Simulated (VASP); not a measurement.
Crystal: SiO2 (Cristobalite).

```
Si O
1.0
     4.98900    0.00000    0.00000
     0.00000    4.98900    0.00000
     0.00000    0.00000    6.99100
Si O
4 8
Cartesian
  1.5108 1.5108 0.0000
  0.9837 4.0053 1.7477
  3.4782 3.4782 3.4955
  4.0053 0.9837 5.2432
  1.1860 0.5585 1.2766
  1.9360 3.6805 3.0243
  3.8030 4.4305 4.7721
  3.0530 1.3085 6.5198
  3.6805 1.9360 3.9667
  4.4305 3.8030 2.2189
  1.3085 3.0530 0.4712
  0.5585 1.1860 5.7144
```

Base run:

```yaml
Program: VASP 6.6.1
Functional: r2SCAN
Potentials_or_basis: VASP PAW PBE potentials, release 64 (Si, O)
Cutoff: 520 eV
k_mesh: 4 × 4 × 3
Occupations: fermi-dirac, width 0.02 eV
Spin: no spin polarisation
```

Its results: band gap on the k mesh 6.24 eV, direct; pressure -3.5 GPa; largest force 0.285 eV/Å.

**Question.** The run is repeated on the same cell with these changes: functional from r2SCAN to PBE; further incar settings from ALGO = Normal; EDIFF = 1e-08; NBANDS = 44 to ALGO = Normal; EDIFF = 1e-07; NBANDS = 44. What comes out?

**Answer.** Band gap on the k mesh 5.60 eV, direct; pressure 1.1 GPa; largest force 0.030 eV/Å.

Caveats: the PAW data sets were made with another functional, which shifts forces and pressure a little (some runs).

